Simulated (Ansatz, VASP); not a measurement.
**One calculation of BaS, two programs**

```
CELL_PARAMETERS angstrom
0.00000 3.21180 3.21180
3.35697 0.00000 3.21180
3.35697 3.21180 0.00000
ATOMIC_POSITIONS crystal
Ba 0.00000 0.00000 0.00000
S 0.50000 0.50000 0.50000
```

Change from the starting cell: uniaxial_x strain +4.5%.

Alike in both runs: task single point; functional PBE; k mesh 8 × 8 × 8; occupations fermi-dirac, width 0.02 eV; no spin polarisation.

|  | VASP | Ansatz |
| --- | --- | --- |
| version | VASP 6.6.1 | Ansatz 0.2.0 |
| potentials or method | VASP PAW PBE potentials, release 64 (Ba_sv, S) | plane waves, PAW |
| plane-wave cutoff (eV) | 520 | 420 |
| valence electrons in the cell | 16 | 16 |

```csv
,VASP,Ansatz,Ansatz less VASP
gap on the k mesh at the Fermi level (eV),2.16,2.25,+0.090
pressure (GPa),-0.9,-1.4,-0.48
"traceless stress, the component that is largest in VASP (GPa)",-1.71,-1.54,+0.173
```

Spin-orbit coupling is off throughout.
